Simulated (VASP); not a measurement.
# Nb2C3 in VASP: further runs

The runs below take Nb2C3 through single point, relaxation of cell and atoms, with PBE.

All numbers are computed with VASP 6.6.1; they aren't measurements. Logs are shortened: lines on timing, memory, paths and dates and some standing lists are left out, and cuts for length are marked.

**1. The cell of the first run**

The structure is monoclinic, space group Cm (No. 8). The conventional cell has a = 5.437 Å, b = 3.257 Å, c = 6.104 Å, α = 90.00°, β = 108.64°, γ = 90.00°. Nb (site symmetry m) has 7 C at 2.17 to 2.37 Å and 1 Nb at 2.99 Å within 3.0 Å. Nb (site symmetry m) has 7 C at 2.17 to 2.39 Å and 1 Nb at 2.99 Å within 3.0 Å. Within 2.9 Å of C (site symmetry m) lie 6 Nb at 2.20 to 2.30 Å. Within 2.2 Å of C (site symmetry 1) lie 2 C at 1.57 to 1.69 Å and 2 Nb at 2.17 Å.

**2. Single point, PBE**

INCAR

```
SYSTEM = Nb2C3
PREC = Accurate
ENCUT = 520
EDIFF = 1E-7
ISMEAR = 0
SIGMA = 0.1
LREAL = .False.
LASPH = .True.
NELM = 100
ALGO = Normal
ISIF = 2
LWAVE = .False.
LCHARG = .False.
GGA = PE
NBANDS = 27
```

KPOINTS

```
regular mesh
0
Gamma
  6 6 4
  0 0 0
```

POSCAR

```
Nb2C3
1.0
    2.7187372022     -1.6284072059      0.0000000000
    2.7187372022      1.6284072059      0.0000000000
   -1.9514081407      0.0000000000      5.7834960472
Nb C
2 3
Direct
    0.4293097628      0.4293097628      0.7182306449
    0.5672519785      0.5672519785      0.2817488921
    0.0003791553      0.0003791553      0.4991472045
    0.5124540333      0.9939821590      0.9994687552
    0.9939821590      0.5124540333      0.9994687552
```

Potentials or basis: VASP PAW PBE potentials, release 64 (Nb_sv, C).

Launch:

```
cat potpaw_PBE.64/Nb_sv/POTCAR potpaw_PBE.64/C/POTCAR > POTCAR
mpirun -np 1 vasp_std > vasp.out
```

OUTCAR:

```text
SYSTEM = Nb2C3
   PREC = Accurate
   ENCUT = 520
   EDIFF = 1E-7
   ISMEAR = 0
   LREAL = .False.
   LASPH = .True.
   NELM = 100
   ISIF = 2
   GGA = PE

 ion  position               nearest neighbor table
   1  0.429  0.429  0.718-   5 2.17   4 2.17   3 2.22   3 2.22   3 2.29   4 2.37   5 2.37   2 2.99

   2  0.567  0.567  0.282-   4 2.17   5 2.17   3 2.20   3 2.20   3 2.30   4 2.39   5 2.39   1 2.99

   3  0.000  0.000  0.499-   2 2.20   2 2.20   1 2.22   1 2.22   1 2.29   2 2.30
   4  0.512  0.994  0.999-   5 1.57   5 1.69   2 2.17   1 2.17   1 2.37   2 2.39
   5  0.994  0.512  0.999-   4 1.57   4 1.69   2 2.17   1 2.17   1 2.37   2 2.39

  LATTYP: Found a base centered monoclinic cell.
 ALAT       =     5.4374744044
 B/A-ratio  =     0.5989571940
 C/A-ratio  =     1.1225499314
 COS(beta)  =    -0.3197019013

  Lattice vectors:

 A1 = (   2.7187372022,  -1.6284072059,   0.0000000000)
 A2 = (   2.7187372022,   1.6284072059,   0.0000000000)
 A3 = (  -1.9514081407,   0.0000000000,   5.7834960472)

Analysis of symmetry for initial positions (statically):
=====================================================================
 Subroutine PRICEL returns:
 Original cell was already a primitive cell.

 Routine SETGRP: Setting up the symmetry group for a
 base centered monoclinic supercell.

 Subroutine GETGRP returns: Found  2 space group operations
 (whereof  2 operations were pure point group operations)
 out of a pool of  4 trial point group operations.

The static configuration has the point symmetry C_1h.

Analysis of symmetry for dynamics (positions and initial velocities):
=====================================================================
 Subroutine PRICEL returns:
 Original cell was already a primitive cell.

 Routine SETGRP: Setting up the symmetry group for a
 base centered monoclinic supercell.

 Subroutine GETGRP returns: Found  2 space group operations
 (whereof  2 operations were pure point group operations)
 out of a pool of  4 trial point group operations.

The dynamic configuration has the point symmetry C_1h.

 Subroutine INISYM returns: Found  2 space group operations
 (whereof  2 operations are pure point group operations),
 and found     1 'primitive' translations

----------------------------------------------------------------------------------------

                                     Primitive cell

  volume of cell :      51.2095

  direct lattice vectors                    reciprocal lattice vectors
     2.718737202 -1.628407206  0.000000000     0.183908912 -0.307048506  0.062052666
     2.718737202  1.628407206  0.000000000     0.183908912  0.307048506  0.062052666
    -1.951408141  0.000000000  5.783496047     0.000000000  0.000000000  0.172905798

  length of vectors
     3.169107446  3.169107446  6.103836520     0.363251712  0.363251712  0.172905798

  position of ions in fractional coordinates (direct lattice)
     0.429309763  0.429309763  0.718230645
     0.567251979  0.567251979  0.281748892
     0.000379155  0.000379155  0.499147204
     0.512454033  0.993982159  0.999468755
     0.993982159  0.512454033  0.999468755

  ion indices of the primitive-cell ions
   primitive index   ion index
                 1           1
                 2           2
                 3           3
                 4           4
                 5           5

----------------------------------------------------------------------------------------

 KPOINTS: regular mesh

Automatic generation of k-mesh.
 Grid dimensions read from file:
 generate k-points for:    6    6    4

 Generating k-lattice:

  Cartesian coordinates                     Fractional coordinates (reciprocal lattice)
     0.030651485 -0.051174751  0.010342111     0.166666667  0.000000000  0.000000000
     0.030651485  0.051174751  0.010342111     0.000000000  0.166666667  0.000000000
     0.000000000  0.000000000  0.043226450     0.000000000  0.000000000  0.250000000

  Length of vectors
     0.060541952  0.060541952  0.043226450

  Shift w.r.t. Gamma in fractional coordinates (k-lattice)
     0.000000000  0.000000000  0.000000000

 Subroutine IBZKPT returns following result:
 ===========================================

 Found     47 irreducible k-points:

 Following reciprocal coordinates:
            Coordinates               Weight
  0.000000  0.000000  0.000000      1.000000
  0.166667 -0.000000  0.000000      4.000000
  0.333333 -0.000000  0.000000      4.000000
  0.500000 -0.000000  0.000000      2.000000
  0.166667  0.166667  0.000000      2.000000
  0.333333  0.166667 -0.000000      4.000000
[... 16 lines left out ...]
 -0.333333  0.166667  0.250000      4.000000
 -0.166667  0.166667  0.250000      4.000000
 [... further k-points ...]
   k-points           NKPTS =     47   k-points in BZ     NKDIM =     47   number of bands    NBANDS=     27
   number of dos      NEDOS =    301   number of ions     NIONS =      5
   total plane-waves  NPLWV =  27648
   dimension x,y,z NGX =    24 NGY =   24 NGZ =   48
   dimension x,y,z NGXF=    48 NGYF=   48 NGZF=   96
   ions per type =               2   3
   NGX,Y,Z   is equivalent  to a cutoff of  12.59, 12.59, 13.07 a.u.
   NGXF,Y,Z  is equivalent  to a cutoff of  25.18, 25.18, 26.15 a.u.
 SYSTEM =  Nb2C3
   PREC   = accura    normal or accurate (medium, high low for compatibility)
   ISTART =      0    job   : 0-new  1-cont  2-samecut
   ICHARG =      2    charge: 1-file 2-atom 10-const
   ISPIN  =      1    spin polarized calculation?
   LNONCOLLINEAR =      F non collinear calculations
   LSORBIT =      F    spin-orbit coupling
   LASPH  =      T    aspherical Exc in radial PAW
   ENCUT  =  520.0 eV  38.22 Ry    6.18 a.u.   5.89  5.89 11.35*2*pi/ulx,y,z
   NELM   =    100;   NELMIN=  2; NELMDL= -5     # of ELM steps
   EDIFF  = 0.1E-06   stopping-criterion for ELM
   LREAL  =      F    real-space projection
   EDIFFG = 0.1E-05   stopping-criterion for IOM
   NSW    =      0    number of steps for IOM
   IBRION =     -1    ionic relax: 0-MD 1-quasi-New 2-CG
   NFREE  =      0    steps in history (QN), initial steepest desc. (CG)
   ISIF   =      2    stress and relaxation
   ISYM   =      2    0-nonsym 1-usesym 2-fastsym
   POTIM  = 0.5000    time-step for ionic-motion
   TEBEG  =    0.0;   TEEND  =   0.0 temperature during run
   PSTRESS=    0.0 pullay stress
   NELECT =      38.0000    total number of electrons
   NUPDOWN=      -1.0000    fix difference up-down
   EMIN   =  10.00;   EMAX   =-10.00  energy-range for DOS
   EFERMI =   0.00;   METHOD = LEGACY
   ISMEAR =     0;   SIGMA  =   0.10  broadening in eV -4-tet -1-fermi 0-gaus
   EFERMI_NEDOS =   21; number of points for ismear=-14 and -15
   IALGO  =     38    algorithm
   IMIX   =      4    mixing-type and parameters
     AMIX     =   0.40;   BMIX     =  1.00
     AMIX_MAG =   1.60;   BMIX_MAG =  1.00
  volume/ion in A,a.u.               =      10.24        69.12
  Fermi-wavevector in a.u.,A,eV,Ry     =   1.482128  2.800816 29.887977  2.196704
  Thomas-Fermi vector in A             =   2.595953
   LORBIT       =      0    0 simple, 1 ext, 2 COOP (PROOUT), +10 PAW based schemes
   GGA     = PE    functional components
   LHFCALC =     F    Hartree Fock is set to
   AEXX    =    0.0000 exact exchange contribution
   IVDW    =     0    specifies the selected vdW correction
   LEPSILON=     F    determine dielectric tensor
   LRPA    =     F    only Hartree local field effects (RPA)
 non-spin polarized calculation
 Gauss-broadening in eV      SIGMA  =   0.10
  energy-cutoff  :      520.00
  volume of cell :       51.21
 maximum number of plane-waves:      1396
   NGX = 11   NGY = 11   NGZ = 23

 number of electron      37.9999999 magnetization

 Free energy of the ion-electron system (eV)
  ---------------------------------------------------
  ext. energy  EPLUGINS =         0.00000000
  ---------------------------------------------------
  free energy    TOTEN  =       -46.59122992 eV

  energy without entropy =      -46.57985776  energy(sigma->0) =      -46.58554384

 E-fermi :  11.9397     XC(G=0): -13.0131

 val. band max:       11.9123940390   @ k =   0.3333  -0.0000   0.0000
 cond. band min:      11.9629470554   @ k =  -0.1667   0.1667   0.5000
 fundamental gap:      0.0505530163
 Fermi energy:        11.9396789475

 k-point     1 :       0.0000    0.0000    0.0000
  band No.  band energies     occupation
      1     -43.5430      2.00000
      2     -43.4651      2.00000
      3     -20.1503      2.00000
      4     -19.4906      2.00000
      5     -19.4371      2.00000
      6     -19.3609      2.00000
[... 19 lines left out ...]
     26      15.7471      0.00000
     27      16.8625      0.00000

 k-point     2 :       0.1667   -0.0000    0.0000
  band No.  band energies     occupation
      1     -43.5254      2.00000
      2     -43.4538      2.00000
      3     -20.0993      2.00000
      4     -19.5735      2.00000
      5     -19.4981      2.00000
      6     -19.4059      2.00000
[... 19 lines left out ...]
     26      16.3005      0.00000
     27      17.7011      0.00000

 k-point     3 :       0.3333   -0.0000    0.0000
  band No.  band energies     occupation
      1     -43.4889      2.00000
      2     -43.4322      2.00000
      3     -20.0075      2.00000
      4     -19.8340      2.00000
      5     -19.6795      2.00000
      6     -19.4499      2.00000
[... 19 lines left out ...]
     26      17.0550      0.00000
     27      17.7815      0.00000

 k-point     4 :       0.5000   -0.0000    0.0000
  band No.  band energies     occupation
      1     -43.4697      2.00000
      2     -43.4221      2.00000
      3     -19.9859      2.00000
      4     -19.9787      2.00000
      5     -19.7451      2.00000
      6     -19.4820      2.00000
[... 19 lines left out ...]
     26      16.5966      0.00000
     27      17.2497      0.00000
[... 516 lines left out ...]
      4     -19.9223      2.00000
      5     -19.7183      2.00000
      6     -19.5925      2.00000
[... 19 lines left out ...]
     26      16.6217      0.00000
     27      17.7451      0.00000

 k-point    23 :      -0.3333    0.1667    0.2500
  band No.  band energies     occupation
      1     -43.4646      2.00000
      2     -43.4273      2.00000
      3     -19.9144      2.00000
      4     -19.8331      2.00000
      5     -19.7066      2.00000
      6     -19.6591      2.00000
[... 19 lines left out ...]
     26      16.0128      0.00000
     27      17.6141      0.00000

 k-point    24 :      -0.1667    0.1667    0.2500
  band No.  band energies     occupation
      1     -43.4949      2.00000
      2     -43.4435      2.00000
      3     -19.9627      2.00000
      4     -19.6561      2.00000
      5     -19.6002      2.00000
      6     -19.5117      2.00000
[... 19 lines left out ...]
     26      16.3988      0.00000
     27      17.3241      0.00000

 [... further k-points ...]

------------------------ aborting loop because EDIFF is reached ----------------------------------------

  FORCE on cell =-STRESS in cart. coord.  units (eV):
  Direction    XX          YY          ZZ          XY          YZ          ZX
  --------------------------------------------------------------------------------------
  -------------------------------------------------------------------------------------
  Total        3.0762928     -1.0489684      1.4281382      0.0000000      0.0000000      0.6066022
  in kB       96.2470795    -32.8187706     44.6817447      0.0000000      0.0000000     18.9785865
  external PRESSURE =      36.0366845 kB  Pullay stress =       0.0000000 kB

 VOLUME and BASIS-vectors are now :
 -----------------------------------------------------------------------------
  energy-cutoff  :      520.00
  volume of cell :       51.21
      direct lattice vectors                 reciprocal lattice vectors
     2.718737202 -1.628407206  0.000000000     0.183908912 -0.307048506  0.062052666
     2.718737202  1.628407206  0.000000000     0.183908912  0.307048506  0.062052666
    -1.951408141  0.000000000  5.783496047     0.000000000  0.000000000  0.172905798

 POSITION                                       TOTAL-FORCE (eV/Angst)
 -----------------------------------------------------------------------------------
      0.93280      0.00000      4.15388        -0.139048      0.000000      0.256753
      2.53461      0.00000      1.62949         0.301155      0.000000     -0.433567
     -0.97198      0.00000      2.88682        -0.180755      0.000000      0.031228
      2.14523      0.78412      5.78042         0.009324      0.259251      0.072793
      2.14523     -0.78412      5.78042         0.009324     -0.259251      0.072793
 -----------------------------------------------------------------------------------
    total drift:                                0.000067     -0.000000      0.000023

  FREE ENERGIE OF THE ION-ELECTRON SYSTEM (eV)
  ---------------------------------------------------
  free  energy   TOTEN  =       -46.5912299159 eV

  energy  without entropy=      -46.5798577560  energy(sigma->0) =      -46.58554384
```

Wall time 1.8 min (1 thread of Intel Xeon 8259CL, shared host); peak memory 0.2 GiB.

Results:

- Free energy: -46.5912 eV
- Pressure: 3.6 GPa
- Largest force: 0.528 eV/Å
- Band gap on the k mesh: zero (bands 19 and 20 overlap by 1.75 eV)

Forces on the atoms (eV/Å):
```
Nb  -0.139  0.000  0.257
Nb   0.301  0.000 -0.434
C   -0.181  0.000  0.031
C    0.009  0.259  0.073
C    0.009 -0.259  0.073
```

Stress tensor (GPa, compression positive):
```
 9.62  0.00  1.90
 0.00 -3.28  0.00
 1.90  0.00  4.47
```

Levels at points of the mesh, in eV from the Fermi level:
```
           k point  band 15  band 16  band 17  band 18  band 19  band 20  band 21  band 22  band 23  band 24
(0.00, 0.00, 0.00)    -3.67    -3.25    -2.46    -2.23    -1.62    -0.49     0.24     1.03     1.36     2.31
(0.50, 0.00, 0.00)    -4.33    -4.12    -3.20    -2.35    -0.22     1.93     2.48     2.72     3.14     3.38
(0.50, 0.50, 0.00)    -5.54    -4.48    -2.59    -1.98    -0.50     2.13     2.50     2.78     2.80     3.77
(0.00, 0.00, 0.50)    -3.59    -3.34    -2.54    -2.43    -1.58    -0.61     0.76     1.48     1.95     2.97
(0.50, 0.00, 0.50)    -4.42    -4.12    -1.93    -0.86    -0.57     1.84     2.10     2.37     2.70     3.55
(0.50, 0.50, 0.50)    -4.35    -4.21    -3.71    -2.87     0.44     2.53     2.57     2.83     2.88     3.49
```

Caveat: the k points lie up to 0.38 Å⁻¹ apart, too coarse for converged energies and pressures of a metal.

**3. Single point, PBE**

This run uses another cell than the first one, of 10.37 Å³/atom.

INCAR

```
SYSTEM = Nb2C3
  ALGO = Normal
  EDIFF = 1E-6
  ENCUT = 520
  GGA = PE
  ISIF = 2
  ISMEAR = 0
  LASPH = .TRUE.
  LCHARG = .FALSE.
  LREAL = .FALSE.
  LWAVE = .FALSE.
  NBANDS = 27
  NELM = 100
  PREC = Accurate
  SIGMA = 0.1
```

KPOINTS

```
k-points
0
G
  6 6 4
  0 0 0
```

POSCAR

```
Nb2C3
1.0
    2.7973575482     -1.6042920744      0.0231476847
    2.7973575482      1.6042920744      0.0231476847
   -1.9585974491      0.0000000000      5.7594576732
Nb C
2 3
Direct
    0.4310903333      0.4310903333      0.7225442405
    0.5702766784      0.5702766784      0.2766685556
    0.0007230124      0.0007230124      0.4996394323
    0.5006029988      1.0006840660      0.9996060118
    1.0006840660      0.5006029988      0.9996060118
```

Potentials or basis: VASP PAW PBE potentials, release 64 (Nb_sv, C).

Launch:

```
cat potpaw_PBE.64/Nb_sv/POTCAR potpaw_PBE.64/C/POTCAR > POTCAR
mpirun -np 1 vasp_std > vasp.out
```

OUTCAR:

```text
SYSTEM = Nb2C3
   EDIFF = 1E-6
   ENCUT = 520
   GGA = PE
   ISIF = 2
   ISMEAR = 0
   LASPH = .TRUE.
   LREAL = .FALSE.
   NELM = 100
   PREC = Accurate

 ion  position               nearest neighbor table
   1  0.431  0.431  0.723-   5 2.19   4 2.19   3 2.21   3 2.21   4 2.36   5 2.36   3 2.36
   2  0.570  0.570  0.277-   4 2.19   5 2.19   3 2.21   3 2.21   4 2.36   5 2.36   3 2.36
   3  0.001  0.001  0.500-   1 2.21   1 2.21   2 2.21   2 2.21   1 2.36   2 2.36
[... 929 lines left out ...]
  -------------------------------------------------------------------------------------
  Total       -0.1121701     -0.0469779     -0.0197297      0.0000000      0.0000000     -0.0139504
  in kB       -3.4667647     -1.4519122     -0.6097719      0.0000000      0.0000000     -0.4311569
  external PRESSURE =      -1.8428163 kB  Pullay stress =       0.0000000 kB

 VOLUME and BASIS-vectors are now :
 -----------------------------------------------------------------------------
  energy-cutoff  :      520.00
  volume of cell :       51.84
      direct lattice vectors                 reciprocal lattice vectors
     2.797357548 -1.604292074  0.023147685     0.178238549 -0.311663947  0.060612924
     2.797357548  1.604292074  0.023147685     0.178238549  0.311663947  0.060612924
    -1.958597449  0.000000000  5.759457673    -0.001432708  0.000000000  0.173140243

 POSITION                                       TOTAL-FORCE (eV/Angst)
 -----------------------------------------------------------------------------------
      0.99665      0.00000      4.18142        -0.026420      0.000000      0.007931
      2.64865      0.00000      1.61986         0.026039      0.000000     -0.007289
     -0.97455      0.00000      2.87769        -0.001451      0.000000     -0.002192
     -0.55555     -0.80202      5.76879         0.000916     -0.001120      0.000775
     -0.55555      0.80202      5.76879         0.000916      0.001120      0.000775
 -----------------------------------------------------------------------------------
    total drift:                                0.000023     -0.000000      0.000008

  FREE ENERGIE OF THE ION-ELECTRON SYSTEM (eV)
  ---------------------------------------------------
  free  energy   TOTEN  =       -46.6752604036 eV

  energy  without entropy=      -46.6675063175  energy(sigma->0) =      -46.67138336
```

stdout:

```text
POSCAR found type information on POSCAR NbC
 POSCAR found :  2 types and       5 ions
 scaLAPACK will be used
 LDA part: xc-table for (Slater+PW92), standard interpolation
 POSCAR, INCAR and KPOINTS ok, starting setup
 FFT: planning ... GRIDC
 FFT: planning ... GRID_SOFT
 FFT: planning ... GRID
 WAVECAR not read
 entering main loop
```

It took 1.8 min on 1 thread of Intel Xeon 8259CL, shared host; peak memory 0.2 GiB.

Results:

* Free energy: -46.6753 eV
* Pressure: -0.2 GPa
* Largest force: 0.028 eV/Å
* Band gap on the k mesh: zero (bands 19 and 20 overlap by 1.89 eV)

Forces in eV/Å, atoms in the order of the input:
```
Nb  -0.026  0.000  0.008
Nb   0.026  0.000 -0.007
C   -0.001  0.000 -0.002
C    0.001 -0.001  0.001
C    0.001  0.001  0.001
```

Levels at points of the mesh, in eV from the Fermi level:
| k point | band 16 | band 17 | band 18 | band 19 | band 20 | band 21 | band 22 | band 23 |
| --- | --- | --- | --- | --- | --- | --- | --- | --- |
| (0.00, 0.00, 0.00) | -3.63 | -2.36 | -2.34 | -1.52 | -0.81 | 0.12 | 1.13 | 1.49 |
| (0.50, 0.00, 0.00) | -4.20 | -3.30 | -2.49 | -0.07 | 1.94 | 2.63 | 2.68 | 2.98 |
| (0.50, 0.50, 0.00) | -4.45 | -2.31 | -2.03 | -0.23 | 1.77 | 2.23 | 2.63 | 2.83 |
| (0.00, 0.00, 0.50) | -3.61 | -2.25 | -2.24 | -1.50 | -0.75 | 0.78 | 1.38 | 1.61 |
| (0.50, 0.00, 0.50) | -4.20 | -1.96 | -0.91 | -0.56 | 1.64 | 2.22 | 2.31 | 2.67 |
| (0.50, 0.50, 0.50) | -3.87 | -3.70 | -2.84 | 0.51 | 2.41 | 2.41 | 2.66 | 2.66 |

Caveat: the k points lie up to 0.38 Å⁻¹ apart, too coarse for converged energies and pressures of a metal.

(Continued in part 2 of 2.)

The gap in the log of VASP goes by the Fermi energy; the results here count the filled bands.